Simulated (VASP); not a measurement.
# Ti3Si (Fm-3m) in VASP: single point with r2SCAN

Aim: the single point of Ti3Si with r2SCAN.

All numbers are computed with VASP 6.6.1; they aren't measurements. Logs are shortened: lines on timing, memory, paths and dates and some standing lists are left out, and cuts for length are marked.

**1. The cell of the first run**

It takes space group Fm-3m (No. 225, cubic). Conventional cell: a = 6.289 Å, b = 6.289 Å, c = 6.289 Å, α = 90.00°, β = 90.00°, γ = 90.00°. Ti (site symmetry -43m) has 10 Ti at 2.72 to 3.14 Å and 4 Si at 2.72 Å within 3.6 Å. Within 3.6 Å of Ti (site symmetry m-3m) lie 8 Ti at 2.72 Å and 6 Si at 3.14 Å. Within 3.6 Å of Si (site symmetry m-3m) lie 14 Ti at 2.72 to 3.14 Å.

**2. Single point, r2SCAN, collinear spin**

File POSCAR:

```
Ti3Si
1.0
    0.0000000000      3.1443560000      3.1443560000
    3.1443560000      0.0000000000      3.1443560000
    3.1443560000      3.1443560000      0.0000000000
Ti Si
3 1
Direct
    0.7500000000      0.7500000000      0.7500000000
    0.2500000000      0.2500000000      0.2500000000
    0.0000000000      0.0000000000      0.0000000000
    0.5000000000      0.5000000000      0.5000000000
```

File INCAR.step1:

```
SYSTEM = Ti3Si
ALGO = Normal ; EDIFF = 1E-4
ENCUT = 520 ; GGA = PE
ISMEAR = 0 ; ISPIN = 2
LASPH = .TRUE. ; LCHARG = .FALSE.
LMAXMIX = 4 ; LREAL = .FALSE.
LWAVE = .TRUE. ; MAGMOM = 0 0 1 0
NBANDS = 32 ; NELM = 150
PREC = Accurate ; SIGMA = 0.1
```

File INCAR.step2:

```
SYSTEM = Ti3Si
ALGO = Normal ; EDIFF = 1E-6
ENCUT = 520 ; ISIF = 2
ISMEAR = 0 ; ISPIN = 2
ISTART = 1 ; LASPH = .TRUE.
LCHARG = .FALSE. ; LMAXMIX = 4
LMIXTAU = .TRUE. ; LORBIT = 11
LREAL = .FALSE. ; LWAVE = .FALSE.
MAGMOM = 0 0 1 0 ; METAGGA = R2SCAN
NBANDS = 32 ; NELM = 150
PREC = Accurate ; SIGMA = 0.1
```

File KPOINTS:

```
k-points
0
G
  6 6 6
  0 0 0
```

Potentials or basis: VASP PAW PBE potentials, release 64 (Ti_sv, Si).

Run with:

```sh
cat potpaw_PBE.64/Ti_sv/POTCAR potpaw_PBE.64/Si/POTCAR > POTCAR
cp INCAR.step1 INCAR
mpirun -np 1 vasp_std > vasp.out
cp INCAR.step2 INCAR
mpirun -np 1 vasp_std > vasp.out
```

OUTCAR:

```text
SYSTEM = Ti3Si
   EDIFF = 1E-6
   ENCUT = 520
   ISIF = 2
   ISMEAR = 0
   ISPIN = 2
   ISTART = 1
   LASPH = .TRUE.
   LORBIT = 11
   LREAL = .FALSE.
   METAGGA = R2SCAN
   NELM = 150
   PREC = Accurate

 ion  position               nearest neighbor table
   1  0.750  0.750  0.750-   4 2.72   4 2.72   4 2.72   3 2.72   4 2.72   3 2.72   3 2.72   3 2.72

   2  0.250  0.250  0.250-   3 2.72   3 2.72   3 2.72   3 2.72   4 2.72   4 2.72   4 2.72   4 2.72

   3  0.000  0.000  0.000-   1 2.72   1 2.72   1 2.72   1 2.72   2 2.72   2 2.72   2 2.72   2 2.72

   4  0.500  0.500  0.500-   2 2.72   2 2.72   2 2.72   1 2.72   2 2.72   1 2.72   1 2.72   1 2.72

  LATTYP: Found a face centered cubic cell.
 ALAT       =     6.2887120000

  Lattice vectors:

 A1 = (   0.0000000000,   3.1443560000,   3.1443560000)
 A2 = (   3.1443560000,   0.0000000000,   3.1443560000)
 A3 = (   3.1443560000,   3.1443560000,   0.0000000000)

Analysis of symmetry for initial positions (statically):
=====================================================================
 Subroutine PRICEL returns:
 Original cell was already a primitive cell.

 Routine SETGRP: Setting up the symmetry group for a
 face centered cubic supercell.

 Subroutine GETGRP returns: Found 48 space group operations
 (whereof 48 operations were pure point group operations)
 out of a pool of 48 trial point group operations.

The static configuration has the point symmetry O_h .

Analysis of symmetry for dynamics (positions and initial velocities):
=====================================================================
 Subroutine PRICEL returns:
 Original cell was already a primitive cell.

 Routine SETGRP: Setting up the symmetry group for a
 face centered cubic supercell.

 Subroutine GETGRP returns: Found 48 space group operations
 (whereof 48 operations were pure point group operations)
 out of a pool of 48 trial point group operations.

The dynamic configuration has the point symmetry O_h .

Analysis of structural, dynamic, and magnetic symmetry:
=====================================================================
 Subroutine PRICEL returns:
 Original cell was already a primitive cell.

 Routine SETGRP: Setting up the symmetry group for a
 face centered cubic supercell.

 Subroutine GETGRP returns: Found 48 space group operations
 (whereof 48 operations were pure point group operations)
 out of a pool of 48 trial point group operations.

The overall configuration has the point symmetry O_h .

 Subroutine INISYM returns: Found 48 space group operations
 (whereof 48 operations are pure point group operations),
 and found     1 'primitive' translations

----------------------------------------------------------------------------------------

                                     Primitive cell

  volume of cell :      62.1763

  direct lattice vectors                    reciprocal lattice vectors
     0.000000000  3.144356000  3.144356000    -0.159015073  0.159015073  0.159015073
     3.144356000  0.000000000  3.144356000     0.159015073 -0.159015073  0.159015073
     3.144356000  3.144356000  0.000000000     0.159015073  0.159015073 -0.159015073

  length of vectors
     4.446790900  4.446790900  4.446790900     0.275422186  0.275422186  0.275422186

  position of ions in fractional coordinates (direct lattice)
     0.750000000  0.750000000  0.750000000
     0.250000000  0.250000000  0.250000000
     0.000000000  0.000000000  0.000000000
     0.500000000  0.500000000  0.500000000

  ion indices of the primitive-cell ions
   primitive index   ion index
                 1           1
                 2           2
                 3           3
                 4           4

----------------------------------------------------------------------------------------

 KPOINTS: k-points

Automatic generation of k-mesh.
 Grid dimensions read from file:
 generate k-points for:    6    6    6

 Generating k-lattice:

  Cartesian coordinates                     Fractional coordinates (reciprocal lattice)
    -0.026502512  0.026502512  0.026502512     0.166666667  0.000000000  0.000000000
     0.026502512 -0.026502512  0.026502512     0.000000000  0.166666667  0.000000000
     0.026502512  0.026502512 -0.026502512     0.000000000  0.000000000  0.166666667

  Length of vectors
     0.045903698  0.045903698  0.045903698

  Shift w.r.t. Gamma in fractional coordinates (k-lattice)
     0.000000000  0.000000000  0.000000000

 Subroutine IBZKPT returns following result:
 ===========================================

 Found     16 irreducible k-points:

 Following reciprocal coordinates:
            Coordinates               Weight
  0.000000  0.000000  0.000000      1.000000
  0.166667  0.000000  0.000000      8.000000
  0.333333  0.000000  0.000000      8.000000
  0.500000  0.000000  0.000000      4.000000
  0.166667  0.166667  0.000000      6.000000
  0.333333  0.166667  0.000000     24.000000
[... 8 lines left out ...]
 -0.333333  0.333333  0.166667     24.000000
 -0.333333  0.500000  0.166667     12.000000
   k-points           NKPTS =     16   k-points in BZ     NKDIM =     16   number of bands    NBANDS=     32
   number of dos      NEDOS =    301   number of ions     NIONS =      4
   total plane-waves  NPLWV =  46656
   dimension x,y,z NGX =    36 NGY =   36 NGZ =   36
   dimension x,y,z NGXF=    72 NGYF=   72 NGZF=   72
   ions per type =               3   1
   NGX,Y,Z   is equivalent  to a cutoff of  13.46, 13.46, 13.46 a.u.
   NGXF,Y,Z  is equivalent  to a cutoff of  26.92, 26.92, 26.92 a.u.
 SYSTEM =  Ti3Si
   PREC   = accura    normal or accurate (medium, high low for compatibility)
   ISTART =      1    job   : 0-new  1-cont  2-samecut
   ICHARG =      0    charge: 1-file 2-atom 10-const
   ISPIN  =      2    spin polarized calculation?
   LNONCOLLINEAR =      F non collinear calculations
   LSORBIT =      F    spin-orbit coupling
   LASPH  =      T    aspherical Exc in radial PAW
   ENCUT  =  520.0 eV  38.22 Ry    6.18 a.u.   8.27  8.27  8.27*2*pi/ulx,y,z
   NELM   =    150;   NELMIN=  2; NELMDL=  0     # of ELM steps
   EDIFF  = 0.1E-05   stopping-criterion for ELM
   LREAL  =      F    real-space projection
   EDIFFG = 0.1E-04   stopping-criterion for IOM
   NSW    =      0    number of steps for IOM
   IBRION =     -1    ionic relax: 0-MD 1-quasi-New 2-CG
   NFREE  =      0    steps in history (QN), initial steepest desc. (CG)
   ISIF   =      2    stress and relaxation
   ISYM   =      2    0-nonsym 1-usesym 2-fastsym
   POTIM  = 0.5000    time-step for ionic-motion
   TEBEG  =    0.0;   TEEND  =   0.0 temperature during run
   PSTRESS=    0.0 pullay stress
   NELECT =      40.0000    total number of electrons
   NUPDOWN=      -1.0000    fix difference up-down
   EMIN   =  10.00;   EMAX   =-10.00  energy-range for DOS
   EFERMI =   0.00;   METHOD = LEGACY
   ISMEAR =     0;   SIGMA  =   0.10  broadening in eV -4-tet -1-fermi 0-gaus
   EFERMI_NEDOS =   21; number of points for ismear=-14 and -15
   IALGO  =     38    algorithm
   IMIX   =      4    mixing-type and parameters
     AMIX     =   0.40;   BMIX     =  1.00
     AMIX_MAG =   1.60;   BMIX_MAG =  1.00
  volume/ion in A,a.u.               =      15.54       104.90
  Fermi-wavevector in a.u.,A,eV,Ry     =   1.413253  2.670660 27.174683  1.997283
  Thomas-Fermi vector in A             =   2.534917
   LORBIT       =     11    0 simple, 1 ext, 2 COOP (PROOUT), +10 PAW based schemes
   METAGGA = R2SCAN    functional components
   LHFCALC =     F    Hartree Fock is set to
   AEXX    =    0.0000 exact exchange contribution
   IVDW    =     0    specifies the selected vdW correction
   LEPSILON=     F    determine dielectric tensor
   LRPA    =     F    only Hartree local field effects (RPA)
 spin polarized calculation
 Gauss-broadening in eV      SIGMA  =   0.10
  energy-cutoff  :      520.00
  volume of cell :       62.18
 maximum number of plane-waves:      1687
 NGX is ok and might be reduce to    36
   NGX = 17   NGY = 17   NGZ = 17

 number of electron      39.9999991 magnetization       1.7254351

 Free energy of the ion-electron system (eV)
  ---------------------------------------------------
  ext. energy  EPLUGINS =         0.00000000
  ---------------------------------------------------
  free energy    TOTEN  =       -49.09823931 eV

  energy without entropy =      -49.08818006  energy(sigma->0) =      -49.09320969

 E-fermi :   9.5190     XC(G=0): -12.6159

 val. band max:        9.5078134049   @ k =   0.5000   0.0000   0.0000
 cond. band min:       9.5376212369   @ k =  -0.3333   0.5000   0.1667
 fundamental gap:      0.0298078320
 Fermi energy:         9.5189583374

 spin component 1

 k-point     1 :       0.0000    0.0000    0.0000
  band No.  band energies     occupation
      1     -49.7148      1.00000
      2     -49.4855      1.00000
      3     -49.4384      1.00000
      4     -25.0889      1.00000
      5     -25.0889      1.00000
      6     -25.0889      1.00000
[... 549 lines left out ...]
     31      13.0473      0.00000
     32      15.6371      0.00000
 Fermi energy:         9.5189583374

 spin component 2

 k-point     1 :       0.0000    0.0000    0.0000
  band No.  band energies     occupation
      1     -49.4444      1.00000
      2     -49.3767      1.00000
      3     -48.2985      1.00000
      4     -24.7395      1.00000
      5     -24.7395      1.00000
      6     -24.7395      1.00000
[... 549 lines left out ...]
     31      13.8982      0.00000
     32      15.8899      0.00000

------------------------ aborting loop because EDIFF is reached ----------------------------------------

  FORCE on cell =-STRESS in cart. coord.  units (eV):
  Direction    XX          YY          ZZ          XY          YZ          ZX
  --------------------------------------------------------------------------------------
  -------------------------------------------------------------------------------------
  Total       -0.1540062     -0.1540062     -0.1540062     -0.0000000      0.0000000      0.0000000
  in kB       -3.9684760     -3.9684760     -3.9684760     -0.0000000      0.0000000      0.0000000
  external PRESSURE =      -3.9684760 kB  Pullay stress =       0.0000000 kB

 VOLUME and BASIS-vectors are now :
 -----------------------------------------------------------------------------
  energy-cutoff  :      520.00
  volume of cell :       62.18
      direct lattice vectors                 reciprocal lattice vectors
     0.000000000  3.144356000  3.144356000    -0.159015073  0.159015073  0.159015073
     3.144356000  0.000000000  3.144356000     0.159015073 -0.159015073  0.159015073
     3.144356000  3.144356000  0.000000000     0.159015073  0.159015073 -0.159015073

 POSITION                                       TOTAL-FORCE (eV/Angst)
 -----------------------------------------------------------------------------------
      4.71653      4.71653      4.71653         0.000000      0.000000     -0.000000
      1.57218      1.57218      1.57218         0.000000     -0.000000      0.000000
      0.00000      0.00000      0.00000        -0.000000     -0.000000     -0.000000
      3.14436      3.14436      3.14436        -0.000000     -0.000000     -0.000000
 -----------------------------------------------------------------------------------
    total drift:                                0.000000      0.000000      0.000000

  FREE ENERGIE OF THE ION-ELECTRON SYSTEM (eV)
  ---------------------------------------------------
  free  energy   TOTEN  =       -49.0982393070 eV

  energy  without entropy=      -49.0881800644  energy(sigma->0) =      -49.09320969

 total charge

# of ion       s       p       d       tot
------------------------------------------
    1        2.196   6.154   1.944  10.295
    2        2.196   6.154   1.944  10.295
    3        2.245   6.105   2.050  10.400
    4        0.711   0.908   0.000   1.619
--------------------------------------------------
tot          7.349  19.320   5.938  32.608

 magnetization (x)

# of ion       s       p       d       tot
------------------------------------------
    1        0.002   0.029   0.073   0.104
    2        0.002   0.029   0.073   0.104
    3        0.026   0.040   1.125   1.191
    4       -0.006  -0.035   0.000  -0.041
--------------------------------------------------
tot          0.025   0.063   1.270   1.357
```

It took 5.3 min on 1 thread of AMD EPYC 7R13 (Zen 3), shared host; peak memory 0.25 GiB.

What came out:

```yaml
Free_energy: -49.0982 eV
Pressure: -0.4 GPa
Net_moment: 1.73 μB per cell
Site_moments: Ti +0.10, +1.19; Si -0.04 μB
Valence_electrons_inside_the_program's_atomic_spheres: Ti 10.29, 10.40; Si 1.62
```

Caveat: the PAW data sets were made with another functional, which shifts forces and pressure a little.
